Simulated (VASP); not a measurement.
Runs of VASP 6.6.1 on Cu. Symmetry: P6_3/mmc, No. 194, hexagonal system. Conventional cell: a = 2.534 Å, b = 2.534 Å, c = 4.113 Å, α = 90.00°, β = 90.00°, γ = 120.00°. Within 3.3 Å of Cu (site symmetry -6m2) lie 12 Cu at 2.52 to 2.53 Å. 

```tsv
k mesh	gap on the mesh (eV)	pressure (GPa)
5 × 5 × 3	none	-1.4
10 × 10 × 6	none	-0.7
8 × 8 × 4	none	-0.8
3 × 3 × 2	none	(a)
```

Alike in all rows: task single point; level PBEsol; potentials or basis VASP PAW PBE potentials, release 64 (Cu); no spin polarisation; cell as given; cutoff (eV) 520; smearing methfessel-paxton 0.05 eV.

Question: Estimate the missing entries.

Answer: (a) -1.0.

Caveats: some runs use coarse meshes; the PAW data sets were made with another functional, which shifts forces and pressure a little.

A gap of «none» marks levels without a gap at the run's occupations.
